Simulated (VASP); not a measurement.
# Cr (P-1) in VASP: notebook, part 2 of 3

VASP 6.6.1. The steps go on from the part before.

## (3) Single point, PBE, collinear spin, ferromagnetic start

File INCAR:

```
  PREC = Accurate
  ENCUT = 520
  EDIFF = 1E-6
  ISMEAR = -1
  SIGMA = 0.05
  LREAL = F
  LASPH = T
  NELM = 150
  ALGO = Normal
  ISIF = 2
  LWAVE = F
  LCHARG = T
  ISPIN = 2
  MAGMOM = 3
  LORBIT = 11
  NUPDOWN = 3.0
  LMAXMIX = 4
  GGA = PE
  LELF = T
  LVHAR = T
  NBANDS = 16
```

File KPOINTS:

```
regular mesh
0
Gamma
  11 11 11
```

File POSCAR:

```
Cr
1.0
   -1.4943366600      1.5452007300      1.3932153400
    1.5696721600     -1.4509560800      1.3743061900
    1.4063430800      1.3629625000     -1.2989706900
Cr
1
Direct
    0.0000000000      0.0000000000      0.0000000000
```

Potentials or basis: VASP PAW PBE potentials, release 64 (Cr_pv).

Command:

```console
cat potpaw_PBE.64/Cr_pv/POTCAR > POTCAR
mpirun -np 1 vasp_std > vasp.out
```

OUTCAR:

```text
PREC = Accurate
   ENCUT = 520
   EDIFF = 1E-6
   ISMEAR = -1
   LREAL = F
   LASPH = T
   NELM = 150
   ISIF = 2
   ISPIN = 2
   LORBIT = 11
   NUPDOWN = 3.0
   GGA = PE

 ion  position               nearest neighbor table
   1  0.000  0.000  0.000-

  LATTYP: Found a triclinic cell.
 ALAT       =     2.3500622308
 B/A-ratio  =     1.6857825924
 C/A-ratio  =     1.0828196781
 COS(alpha) =     0.0078069446
 COS(beta)  =     0.3615709875
 COS(gamma) =     0.7870954603

  Lattice vectors:

 A1 = (  -1.4063430800,  -1.3629625000,   1.2989706900)
 A2 = (  -2.9006797400,   0.1822382300,   2.6921860300)
 A3 = (  -1.4816785800,  -1.4572071500,  -1.4685508400)

Analysis of symmetry for initial positions (statically):
=====================================================================
 Subroutine PRICEL returns:
 Original cell was already a primitive cell.

 Routine SETGRP: Setting up the symmetry group for a
 triclinic supercell.

 Subroutine GETGRP returns: Found  2 space group operations
 (whereof  2 operations were pure point group operations)
 out of a pool of  2 trial point group operations.

The static configuration has the point symmetry S_2 .

Analysis of symmetry for dynamics (positions and initial velocities):
=====================================================================
 Subroutine PRICEL returns:
 Original cell was already a primitive cell.

 Routine SETGRP: Setting up the symmetry group for a
 triclinic supercell.

 Subroutine GETGRP returns: Found  2 space group operations
 (whereof  2 operations were pure point group operations)
 out of a pool of  2 trial point group operations.

The dynamic configuration has the point symmetry S_2 .

Analysis of structural, dynamic, and magnetic symmetry:
=====================================================================
 Subroutine PRICEL returns:
 Original cell was already a primitive cell.
[... 131 lines left out ...]
   GGA     = PE    functional components
   LHFCALC =     F    Hartree Fock is set to
   AEXX    =    0.0000 exact exchange contribution
   IVDW    =     0    specifies the selected vdW correction
   LEPSILON=     F    determine dielectric tensor
   LRPA    =     F    only Hartree local field effects (RPA)
 spin polarized calculation
  energy-cutoff  :      520.00
  volume of cell :       11.94
 maximum number of plane-waves:       331
   NGX =  9   NGY =  9   NGZ =  9

 number of electron      12.0000000 magnetization       3.0000000

 Free energy of the ion-electron system (eV)
  ---------------------------------------------------
  ext. energy  EPLUGINS =         0.00000000
  ---------------------------------------------------
  free energy    TOTEN  =        -7.71859816 eV

  energy without entropy =       -7.70037049  energy(sigma->0) =       -7.70948433

 E-fermi :  10.0834     XC(G=0): -13.3062

 val. band max:       11.7640744657   @ k =   0.1818   0.2727   0.4545
 cond. band min:      10.0838364627   @ k =   0.2727  -0.2727   0.2727
 fundamental gap:     -1.6802380030
 Fermi energy:        11.7650491034

 spin component 1

 k-point     1 :       0.0000    0.0000    0.0000
  band No.  band energies     occupation
      1     -32.4136      1.00000
      2     -32.4031      1.00000
      3     -32.2804      1.00000
      4       2.2119      1.00000
      5       8.4496      1.00000
      6       9.4408      1.00000
[... 435 lines left out ...]
      5       7.6256      1.00000
      6       8.3897      1.00000
[... 8 lines left out ...]
     15      41.1952      0.00000
     16      41.9709      0.00000

 [... further k-points ...]

 spin component 2

 k-point     1 :       0.0000    0.0000    0.0000
  band No.  band energies     occupation
      1     -29.7529      1.00000
      2     -29.6670      1.00000
      3     -29.5689      1.00000
      4       3.5725      1.00000
      5      11.0905      0.00000
      6      11.9352      0.00000
[... 435 lines left out ...]
      5       9.9142      0.96722
      6      10.4436      0.00074
[... 8 lines left out ...]
     15      42.6251      0.00000
     16      43.4826      0.00000

 [... further k-points ...]
[... 5 lines left out ...]
  --------------------------------------------------------------------------------------
  -------------------------------------------------------------------------------------
  Total        4.2244532      3.7104366      3.2266307      0.8612979     -0.7625656     -0.6939265
  in kB      566.7056051    497.7508710    432.8488526    115.5421310   -102.2973147    -93.0894477
  external PRESSURE =     499.1017762 kB  Pullay stress =       0.0000000 kB

 VOLUME and BASIS-vectors are now :
 -----------------------------------------------------------------------------
  energy-cutoff  :      520.00
  volume of cell :       11.94
      direct lattice vectors                 reciprocal lattice vectors
    -1.494336660  1.545200730  1.393215340     0.000973068  0.332547216  0.349983148
     1.569672160 -1.450956080  1.374306190     0.327051789 -0.001527154  0.352483370
     1.406343080  1.362962500 -1.298970690     0.347063252  0.355058900 -0.021538617

 POSITION                                       TOTAL-FORCE (eV/Angst)
 -----------------------------------------------------------------------------------
      0.00000      0.00000      0.00000         0.000000     -0.000000     -0.000000
 -----------------------------------------------------------------------------------
    total drift:                                0.000000     -0.000000      0.000000

  FREE ENERGIE OF THE ION-ELECTRON SYSTEM (eV)
  ---------------------------------------------------
  free  energy   TOTEN  =        -7.7185981607 eV

  energy  without entropy=       -7.7003704906  energy(sigma->0) =       -7.70948433

 total charge

# of ion       s       p       d       tot
------------------------------------------
    1        0.428   6.340   4.287  11.055

 magnetization (x)

# of ion       s       p       d       tot
------------------------------------------
    1        0.012   0.126   2.660   2.798
```

stdout:

```text
POSCAR found type information on POSCAR Cr
 POSCAR found :  1 types and       1 ions
 scaLAPACK will be used
 LDA part: xc-table for (Slater+PW92), standard interpolation
 POSCAR, INCAR and KPOINTS ok, starting setup
 FFT: planning ... GRIDC
 FFT: planning ... GRID_SOFT
 FFT: planning ... GRID
 WAVECAR not read
 entering main loop
```

Run time: 2.3 min. Hardware: 1 thread of Intel Xeon Platinum 8488C (Sapphire Rapids), shared host; peak memory 0.28 GiB.

What came out:

* Free energy: -7.7186 eV
* Pressure: 49.9 GPa
* Net moment: 3.00 μB per cell
* Site moments: Cr +2.80 μB
* Valence electrons inside the program's atomic spheres: Cr 11.05

Stress tensor (GPa, compression positive):
```
 56.67  11.55  -9.31
 11.55  49.78 -10.23
 -9.31 -10.23  43.28
```

Caveat: the total moment is fixed, so each spin has its own Fermi level.

## (4) Single point, PBE, collinear spin, ferromagnetic start

File INCAR:

```
  PREC = Accurate
  ENCUT = 520
  EDIFF = 1E-6
  ISMEAR = -1
  SIGMA = 0.05
  LREAL = False
  LASPH = True
  NELM = 150
  ALGO = Normal
  ISIF = 2
  LWAVE = False
  LCHARG = False
  ISPIN = 2
  MAGMOM = 3.8
  LORBIT = 11
  NUPDOWN = 3.8
  LMAXMIX = 4
  GGA = PE
  NBANDS = 16
```

KPOINTS is that of step 3.

POSCAR is that of step 3.

Potentials or basis: VASP PAW PBE potentials, release 64 (Cr_pv).

Command:

```console
cat potpaw_PBE.64/Cr_pv/POTCAR > POTCAR
mpirun -np 1 vasp_std > vasp.out
```

OUTCAR:

```text
PREC = Accurate
   ENCUT = 520
   EDIFF = 1E-6
   ISMEAR = -1
   LREAL = False
   LASPH = True
   NELM = 150
   ISIF = 2
   ISPIN = 2
   LORBIT = 11
   NUPDOWN = 3.8
   GGA = PE

 ion  position               nearest neighbor table
   1  0.000  0.000  0.000-

  LATTYP: Found a triclinic cell.
 ALAT       =     2.3500622308
 B/A-ratio  =     1.6857825924
 C/A-ratio  =     1.0828196781
 COS(alpha) =     0.0078069446
 COS(beta)  =     0.3615709875
 COS(gamma) =     0.7870954603

  Lattice vectors:

 A1 = (  -1.4063430800,  -1.3629625000,   1.2989706900)
 A2 = (  -2.9006797400,   0.1822382300,   2.6921860300)
 A3 = (  -1.4816785800,  -1.4572071500,  -1.4685508400)

Analysis of symmetry for initial positions (statically):
=====================================================================
 Subroutine PRICEL returns:
 Original cell was already a primitive cell.

 Routine SETGRP: Setting up the symmetry group for a
 triclinic supercell.

 Subroutine GETGRP returns: Found  2 space group operations
 (whereof  2 operations were pure point group operations)
 out of a pool of  2 trial point group operations.

The static configuration has the point symmetry S_2 .

Analysis of symmetry for dynamics (positions and initial velocities):
=====================================================================
 Subroutine PRICEL returns:
 Original cell was already a primitive cell.

 Routine SETGRP: Setting up the symmetry group for a
 triclinic supercell.

 Subroutine GETGRP returns: Found  2 space group operations
 (whereof  2 operations were pure point group operations)
 out of a pool of  2 trial point group operations.

The dynamic configuration has the point symmetry S_2 .

Analysis of structural, dynamic, and magnetic symmetry:
=====================================================================
 Subroutine PRICEL returns:
 Original cell was already a primitive cell.

 Routine SETGRP: Setting up the symmetry group for a
[... 129 lines left out ...]
   GGA     = PE    functional components
   LHFCALC =     F    Hartree Fock is set to
   AEXX    =    0.0000 exact exchange contribution
   IVDW    =     0    specifies the selected vdW correction
   LEPSILON=     F    determine dielectric tensor
   LRPA    =     F    only Hartree local field effects (RPA)
 spin polarized calculation
  energy-cutoff  :      520.00
  volume of cell :       11.94
 maximum number of plane-waves:       331
   NGX =  9   NGY =  9   NGZ =  9

 number of electron      12.0000000 magnetization       3.8000000

 Free energy of the ion-electron system (eV)
  ---------------------------------------------------
  ext. energy  EPLUGINS =         0.00000000
  ---------------------------------------------------
  free energy    TOTEN  =        -6.95157243 eV

  energy without entropy =       -6.94008830  energy(sigma->0) =       -6.94583037

 E-fermi :   9.9843     XC(G=0): -13.2084

 val. band max:       12.3021617577   @ k =   0.4545  -0.0000   0.0000
 cond. band min:       9.9862719943   @ k =  -0.3636  -0.3636   0.0909
 fundamental gap:     -2.3158897633
 Fermi energy:        12.3023750185

 spin component 1

 k-point     1 :       0.0000    0.0000    0.0000
  band No.  band energies     occupation
      1     -32.1431      1.00000
      2     -32.1336      1.00000
      3     -32.0034      1.00000
      4       2.0235      1.00000
      5       8.5843      1.00000
      6       9.5548      1.00000
[... 435 lines left out ...]
      5       7.6819      1.00000
      6       8.3886      1.00000
[... 8 lines left out ...]
     15      41.0371      0.00000
     16      41.8174      0.00000

 [... further k-points ...]

 spin component 2

 k-point     1 :       0.0000    0.0000    0.0000
  band No.  band energies     occupation
      1     -28.8211      1.00000
      2     -28.7639      1.00000
      3     -28.6827      1.00000
      4       3.9097      1.00000
      5      11.8129      0.00000
      6      12.6638      0.00000
[... 435 lines left out ...]
      5      10.5437      0.00001
      6      11.0267      0.00000
[... 8 lines left out ...]
     15      42.9854      0.00000
     16      43.8748      0.00000

 [... further k-points ...]
[... 5 lines left out ...]
  --------------------------------------------------------------------------------------
  -------------------------------------------------------------------------------------
  Total        5.9988969      5.8370991      5.7421109      1.1563850     -1.0450158     -0.9454365
  in kB      804.7452191    783.0402371    770.2976758    155.1277331   -140.1876894   -126.8292370
  external PRESSURE =     786.0277107 kB  Pullay stress =       0.0000000 kB

 VOLUME and BASIS-vectors are now :
 -----------------------------------------------------------------------------
  energy-cutoff  :      520.00
  volume of cell :       11.94
      direct lattice vectors                 reciprocal lattice vectors
    -1.494336660  1.545200730  1.393215340     0.000973068  0.332547216  0.349983148
     1.569672160 -1.450956080  1.374306190     0.327051789 -0.001527154  0.352483370
     1.406343080  1.362962500 -1.298970690     0.347063252  0.355058900 -0.021538617

 POSITION                                       TOTAL-FORCE (eV/Angst)
 -----------------------------------------------------------------------------------
      0.00000      0.00000      0.00000         0.000000     -0.000000     -0.000000
 -----------------------------------------------------------------------------------
    total drift:                                0.000000     -0.000000      0.000000

  FREE ENERGIE OF THE ION-ELECTRON SYSTEM (eV)
  ---------------------------------------------------
  free  energy   TOTEN  =        -6.9515724311 eV

  energy  without entropy=       -6.9400883025  energy(sigma->0) =       -6.94583037

 total charge

# of ion       s       p       d       tot
------------------------------------------
    1        0.429   6.334   4.320  11.084

 magnetization (x)

# of ion       s       p       d       tot
------------------------------------------
    1        0.018   0.171   3.328   3.516
```

OSZICAR:

```text
N       E                     dE             d eps       ncg     rms          rms(c)
DAV:   1     0.864034213832E+02    0.86403E+02   -0.62192E+03 43768   0.857E+02
DAV:   2    -0.559695606706E+01   -0.92000E+02   -0.86732E+02 46024   0.247E+02
DAV:   3    -0.710710461819E+01   -0.15101E+01   -0.15060E+01 48504   0.354E+01
DAV:   4    -0.711240670215E+01   -0.53021E-02   -0.53020E-02 49968   0.207E+00
DAV:   5    -0.711244632814E+01   -0.39626E-04   -0.39626E-04 48744   0.161E-01    0.102E+01
DAV:   6    -0.688035629624E+01    0.23209E+00   -0.51490E-01 45784   0.937E+00    0.421E+00
DAV:   7    -0.690771011618E+01   -0.27354E-01   -0.10167E-01 44896   0.485E+00    0.231E+00
DAV:   8    -0.694931539393E+01   -0.41605E-01   -0.27112E-02 44976   0.214E+00    0.128E+00
DAV:   9    -0.695046990206E+01   -0.11545E-02   -0.16694E-03 48744   0.455E-01    0.488E-01
DAV:  10    -0.695150614590E+01   -0.10362E-02   -0.12866E-04 45232   0.140E-01    0.603E-02
DAV:  11    -0.695157153445E+01   -0.65389E-04   -0.17446E-05 46136   0.456E-02    0.257E-02
DAV:  12    -0.695157243113E+01   -0.89667E-06   -0.36871E-06 47736   0.167E-02
   1 F= -.69515724E+01 E0= -.69458304E+01  d E =-.114841E-01  mag=     3.8000
```

stdout:

```text
POSCAR found type information on POSCAR Cr
 POSCAR found :  1 types and       1 ions
 scaLAPACK will be used
 LDA part: xc-table for (Slater+PW92), standard interpolation
 POSCAR, INCAR and KPOINTS ok, starting setup
 FFT: planning ... GRIDC
 FFT: planning ... GRID_SOFT
 FFT: planning ... GRID
 WAVECAR not read
 entering main loop
```

Wall time 2 min (1 thread of Intel Xeon Platinum 8488C (Sapphire Rapids), shared host); peak memory 0.28 GiB.

Results:

```yaml
Free_energy: -6.9516 eV
Pressure: 78.6 GPa
Net_moment: 3.80 μB per cell
Site_moments: Cr +3.52 μB
Valence_electrons_inside_the_program's_atomic_spheres: Cr 11.08
```

Stress tensor (GPa, compression positive):
```
 80.47  15.51 -12.68
 15.51  78.30 -14.02
-12.68 -14.02  77.03
```

Caveat: the total moment is fixed, so each spin has its own Fermi level.

(Part 2 of 3 ends here.)
